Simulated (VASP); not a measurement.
# Zr2Ti (Immm) in VASP: relaxation of cell and atoms with PBE

Aim: the relaxation of cell and atoms of Zr2Ti with PBE.

All numbers are computed with VASP 6.6.1; they aren't measurements. Logs are shortened: lines on timing, memory, paths and dates and some standing lists are left out, and cuts for length are marked.

## 1. The cell of the first run

Symmetry: Immm, No. 71, orthorhombic system. The conventional cell has a = 2.994 Å, b = 5.142 Å, c = 8.533 Å, α = 90.00°, β = 90.00°, γ = 90.00°. Within 3.9 Å of Zr (site symmetry mm2) lie 7 Zr at 2.99 to 3.17 Å and 4 Ti at 3.02 to 3.07 Å. Within 3.9 Å of Ti (site symmetry mmm) lie 2 Ti at 2.99 Å and 8 Zr at 3.02 to 3.07 Å.

## 2. Relaxation of cell and atoms, PBE

The input, INCAR:

```
PREC     = Accurate       # precision mode
ENCUT    = 500            # plane-wave cutoff, eV
EDIFF    = 1E-7           # SCF threshold, eV
ISMEAR   = 0              # smearing method
SIGMA    = 0.1            # smearing width, eV
LREAL    = F              # projectors in reciprocal space
LASPH    = T              # aspherical terms in the spheres
NELM     = 120            # most SCF steps
ALGO     = Normal         # electronic algorithm
ISIF     = 3              # what is computed and relaxed
LWAVE    = F              # write WAVECAR
LCHARG   = F              # write CHGCAR
GGA      = PE             # functional
IBRION   = 2              # ionic algorithm
NSW      = 100            # ionic steps
EDIFFG   = -0.01          # ionic threshold
GGA_COMPAT= F            
NELMIN   = 4            
KPAR     = 4
```

The input, KPOINTS:

```
Automatic mesh
0
Gamma
  18 18 18
```

The input, POSCAR:

```
Zr2Ti
1.0
   -1.4970371604      2.5708313546      4.2665402768
    1.4970371604     -2.5708313546      4.2665402768
    1.4970371604      2.5708313546     -4.2665402768
Zr Ti
2 1
Direct
    0.6856348693      0.1856348693      0.5000000000
    0.3143651307      0.8143651307      0.5000000000
    0.0000000000      0.0000000000      0.0000000000
```

Potentials or basis: VASP PAW PBE potentials, release 64 (Zr_sv, Ti_sv).

Started as:

```bash
$ cat potpaw_PBE.64/Zr_sv/POTCAR potpaw_PBE.64/Ti_sv/POTCAR > POTCAR
$ mpirun -np 4 vasp_std > vasp.out
```

OUTCAR:

```text
PREC = Accurate
   ENCUT = 500
   EDIFF = 1E-7
   ISMEAR = 0
   LREAL = F
   LASPH = T
   NELM = 120
   ISIF = 3
   GGA = PE
   IBRION = 2
   NSW = 100
   EDIFFG = -0.01
   NELMIN = 4

 ion  position               nearest neighbor table
   1  0.686  0.186  0.500-   3 3.02   3 3.02   3 3.07   3 3.07   2 3.17   2 3.17   2 3.17   2 3.17
                             2 3.17
   2  0.314  0.814  0.500-   3 3.02   3 3.02   3 3.07   3 3.07   1 3.17   1 3.17   1 3.17   1 3.17
                             1 3.17
   3  0.000  0.000  0.000-   1 3.02   2 3.02   1 3.02   2 3.02   2 3.07   1 3.07   1 3.07   2 3.07

  LATTYP: Found a body centered orthorhombic cell.
 ALAT       =     2.9940743208
 B/A-ratio  =     1.7172795857
 C/A-ratio  =     2.8499895592

  Lattice vectors:

 A1 = (  -1.4970371604,   2.5708313546,   4.2665402768)
 A2 = (   1.4970371604,  -2.5708313546,   4.2665402768)
 A3 = (   1.4970371604,   2.5708313546,  -4.2665402768)

Analysis of symmetry for initial positions (statically):
=====================================================================
 Subroutine PRICEL returns:
 Original cell was already a primitive cell.

 Routine SETGRP: Setting up the symmetry group for a
 body centered orthorhombic supercell.

 Subroutine GETGRP returns: Found  8 space group operations
 (whereof  8 operations were pure point group operations)
 out of a pool of  8 trial point group operations.

The static configuration has the point symmetry D_2h.

Analysis of symmetry for dynamics (positions and initial velocities):
=====================================================================
 Subroutine PRICEL returns:
 Original cell was already a primitive cell.

 Routine SETGRP: Setting up the symmetry group for a
 body centered orthorhombic supercell.

 Subroutine GETGRP returns: Found  8 space group operations
 (whereof  8 operations were pure point group operations)
 out of a pool of  8 trial point group operations.

The dynamic configuration has the point symmetry D_2h.

 Subroutine INISYM returns: Found  8 space group operations
 (whereof  8 operations are pure point group operations),
 and found     1 'primitive' translations

----------------------------------------------------------------------------------------

                                     Primitive cell

  volume of cell :      65.6813

  direct lattice vectors                    reciprocal lattice vectors
    -1.497037160  2.570831355  4.266540277     0.000000000  0.194489615  0.117190972
     1.497037160 -2.570831355  4.266540277     0.333993045  0.000000000  0.117190972
     1.497037160  2.570831355 -4.266540277     0.333993045  0.194489615  0.000000000

  length of vectors
     5.201313300  5.201313300  5.201313300     0.227068127  0.353956322  0.386493939

  position of ions in fractional coordinates (direct lattice)
     0.685634869  0.185634869  0.500000000
     0.314365131  0.814365131  0.500000000
     0.000000000  0.000000000  0.000000000

  ion indices of the primitive-cell ions
   primitive index   ion index
                 1           1
                 2           2
                 3           3

----------------------------------------------------------------------------------------

 KPOINTS: Automatic mesh

Automatic generation of k-mesh.
 Grid dimensions read from file:
 generate k-points for:   18   18   18

 Generating k-lattice:

  Cartesian coordinates                     Fractional coordinates (reciprocal lattice)
     0.000000000  0.010804979  0.006510610     0.055555556  0.000000000  0.000000000
     0.018555169  0.000000000  0.006510610     0.000000000  0.055555556  0.000000000
     0.018555169  0.010804979  0.000000000     0.000000000  0.000000000  0.055555556

  Length of vectors
     0.012614896  0.019664240  0.021471885

  Shift w.r.t. Gamma in fractional coordinates (k-lattice)
     0.000000000  0.000000000  0.000000000

 Subroutine IBZKPT returns following result:
 ===========================================

 Found    865 irreducible k-points:

 Following reciprocal coordinates:
            Coordinates               Weight
  0.000000  0.000000  0.000000      1.000000
  0.055556 -0.000000  0.000000      4.000000
  0.111111 -0.000000  0.000000      4.000000
  0.166667 -0.000000  0.000000      4.000000
  0.222222 -0.000000  0.000000      4.000000
  0.277778  0.000000  0.000000      4.000000
[... 16 lines left out ...]
 -0.333333  0.055556  0.000000      8.000000
 -0.277778  0.055556  0.000000      8.000000
 [... further k-points ...]
   k-points           NKPTS =    865   k-points in BZ     NKDIM =    865   number of bands    NBANDS=     22
   number of dos      NEDOS =    301   number of ions     NIONS =      3
   total plane-waves  NPLWV =  64000
   dimension x,y,z NGX =    40 NGY =   40 NGZ =   40
   dimension x,y,z NGXF=    80 NGYF=   80 NGZF=   80
   ions per type =               2   1
   NGX,Y,Z   is equivalent  to a cutoff of  12.78, 12.78, 12.78 a.u.
   NGXF,Y,Z  is equivalent  to a cutoff of  25.57, 25.57, 25.57 a.u.
 SYSTEM =  unknown system
   PREC   = accura    normal or accurate (medium, high low for compatibility)
   ISTART =      0    job   : 0-new  1-cont  2-samecut
   ICHARG =      2    charge: 1-file 2-atom 10-const
   ISPIN  =      1    spin polarized calculation?
   LNONCOLLINEAR =      F non collinear calculations
   LSORBIT =      F    spin-orbit coupling
   LASPH  =      T    aspherical Exc in radial PAW
   ENCUT  =  500.0 eV  36.75 Ry    6.06 a.u.   9.48  9.48  9.48*2*pi/ulx,y,z
   NELM   =    120;   NELMIN=  4; NELMDL= -5     # of ELM steps
   EDIFF  = 0.1E-06   stopping-criterion for ELM
   LREAL  =      F    real-space projection
   EDIFFG = -.1E-01   stopping-criterion for IOM
   NSW    =    100    number of steps for IOM
   IBRION =      2    ionic relax: 0-MD 1-quasi-New 2-CG
   NFREE  =      1    steps in history (QN), initial steepest desc. (CG)
   ISIF   =      3    stress and relaxation
   ISYM   =      2    0-nonsym 1-usesym 2-fastsym
   POTIM  = 0.5000    time-step for ionic-motion
   TEBEG  =    0.0;   TEEND  =   0.0 temperature during run
   PSTRESS=    0.0 pullay stress
   NELECT =      36.0000    total number of electrons
   NUPDOWN=      -1.0000    fix difference up-down
   EMIN   =  10.00;   EMAX   =-10.00  energy-range for DOS
   EFERMI =   0.00;   METHOD = LEGACY
   ISMEAR =     0;   SIGMA  =   0.10  broadening in eV -4-tet -1-fermi 0-gaus
   EFERMI_NEDOS =   21; number of points for ismear=-14 and -15
   IALGO  =     38    algorithm
   IMIX   =      4    mixing-type and parameters
     AMIX     =   0.40;   BMIX     =  1.00
     AMIX_MAG =   1.60;   BMIX_MAG =  1.00
  volume/ion in A,a.u.               =      21.89       147.75
  Fermi-wavevector in a.u.,A,eV,Ry     =   1.339764  2.531787 24.422019  1.794968
  Thomas-Fermi vector in A             =   2.468130
   LORBIT       =      0    0 simple, 1 ext, 2 COOP (PROOUT), +10 PAW based schemes
   GGA     = PE    functional components
   LHFCALC =     F    Hartree Fock is set to
   AEXX    =    0.0000 exact exchange contribution
   IVDW    =     0    specifies the selected vdW correction
   LEPSILON=     F    determine dielectric tensor
   LRPA    =     F    only Hartree local field effects (RPA)
 conjugate gradient relaxation of ions
 non-spin polarized calculation
 Gauss-broadening in eV      SIGMA  =   0.10
  energy-cutoff  :      500.00
  volume of cell :       65.68
 maximum number of plane-waves:      1693
 NGX is ok and might be reduce to    40
   NGX = 19   NGY = 19   NGZ = 19

--------------------------------------- Ionic step        1  -------------------------------------------

 number of electron      35.9999999 magnetization

 Free energy of the ion-electron system (eV)
  ---------------------------------------------------
  ext. energy  EPLUGINS =         0.00000000
  ---------------------------------------------------
  free energy    TOTEN  =       -24.20831096 eV

  energy without entropy =      -24.18735626  energy(sigma->0) =      -24.19783361

------------------------ aborting loop because EDIFF is reached ----------------------------------------

  FORCE on cell =-STRESS in cart. coord.  units (eV):
  Direction    XX          YY          ZZ          XY          YZ          ZX
  --------------------------------------------------------------------------------------
  -------------------------------------------------------------------------------------
  Total       -0.2189815     -0.1711260      0.0769839      0.0000000      0.0000000      0.0000000
  in kB       -5.3416572     -4.1743089      1.8778820      0.0000000      0.0000000      0.0000000
  external PRESSURE =      -2.5460280 kB  Pullay stress =       0.0000000 kB
[... 207 lines left out ...]
  energy  without entropy=      -24.1881092748  energy(sigma->0) =      -24.19870200

--------------------------------------- Ionic step        7  -------------------------------------------

 number of electron      36.0000000 magnetization

 Free energy of the ion-electron system (eV)
  ---------------------------------------------------
  ext. energy  EPLUGINS =         0.00000000
  ---------------------------------------------------
  free energy    TOTEN  =       -24.20932301 eV

  energy without entropy =      -24.18814343  energy(sigma->0) =      -24.19873322

 E-fermi :   8.3480     XC(G=0): -11.0525

 val. band max:        8.3477728919   @ k =  -0.3333  -0.3333   0.2222
 cond. band min:       8.3480747776   @ k =   0.4444  -0.2778   0.2222
 fundamental gap:      0.0003018856
 Fermi energy:         8.3479728126

 k-point     1 :       0.0000    0.0000    0.0000
  band No.  band energies     occupation
      1     -48.4509      2.00000
      2     -40.1336      2.00000
      3     -39.9976      2.00000
      4     -24.7380      2.00000
      5     -24.6611      2.00000
      6     -24.5767      2.00000
[... 574 lines left out ...]
      6     -24.5849      2.00000
[... 14 lines left out ...]
     21       9.3520      0.00000
     22       9.9108      0.00000

 [... further k-points ...]

------------------------ aborting loop because EDIFF is reached ----------------------------------------

  FORCE on cell =-STRESS in cart. coord.  units (eV):
  Direction    XX          YY          ZZ          XY          YZ          ZX
  --------------------------------------------------------------------------------------
  -------------------------------------------------------------------------------------
  Total       -0.0098345      0.0103488     -0.0066603      0.0000000      0.0000000      0.0000000
  in kB       -0.2407210      0.2533083     -0.1630246      0.0000000      0.0000000      0.0000000
  external PRESSURE =      -0.0501458 kB  Pullay stress =       0.0000000 kB
[... 18 lines left out ...]
  FREE ENERGIE OF THE ION-ELECTRON SYSTEM (eV)
  ---------------------------------------------------
  free  energy   TOTEN  =       -24.2093230063 eV

  energy  without entropy=      -24.1881434273  energy(sigma->0) =      -24.19873322

 reached required accuracy - stopping structural energy minimisation
```

It took 30 min on 4 MPI ranks of Intel Xeon Platinum 8488C (Sapphire Rapids), shared host; peak memory 1.2 GiB.

What came out:

| Quantity | Value |
| --- | --- |
| Free energy | -24.2093 eV |
| Relaxed volume | 21.82 Å³/atom |
| Relaxed cell | a = 5.209 Å, b = 5.209 Å, c = 5.209 Å, α = 146.69°, β = 121.20°, γ = 69.28° |
| Space group after relaxing (to 0.05 Å) | Immm (No. 71) |
| Energy gained by relaxing | 0.3 meV/atom |
| Ionic steps | 7 |
| Pressure after relaxing | 0.0 GPa |
| Largest force after relaxing | 0.007 eV/Å |
| Band gap on the k mesh | zero (band 18 reaches 8.82 eV, above the bottom of band 19 at 8.06 eV) |

Forces on the atoms (eV/Å):
```
Zr   0.000  0.000 -0.007
Zr   0.000  0.000  0.007
Ti   0.000  0.000  0.000
```

Step by step:
```tsv
step	energy change (eV)	largest force (eV/Å)	pressure (GPa)	volume (Å³)
1	0.0000	0.0152	-0.25	65.68
2	-0.0007	0.0275	0.17	65.35
3	-0.0007	0.0272	0.16	65.36
4	-0.0009	0.0180	-0.01	65.47
5	-0.0009	0.0167	-0.03	65.48
6	-0.0010	0.0120	-0.02	65.47
7	-0.0010	0.0071	-0.01	65.46
```

Final structure:
```
CELL_PARAMETERS angstrom
-1.49301 2.55729 4.28596
1.49301 -2.55729 4.28596
1.49301 2.55729 -4.28596
ATOMIC_POSITIONS crystal
Zr 0.68506 0.18506 0.50000
Zr 0.31494 0.81494 0.50000
Ti 0.00000 0.00000 0.00000
```
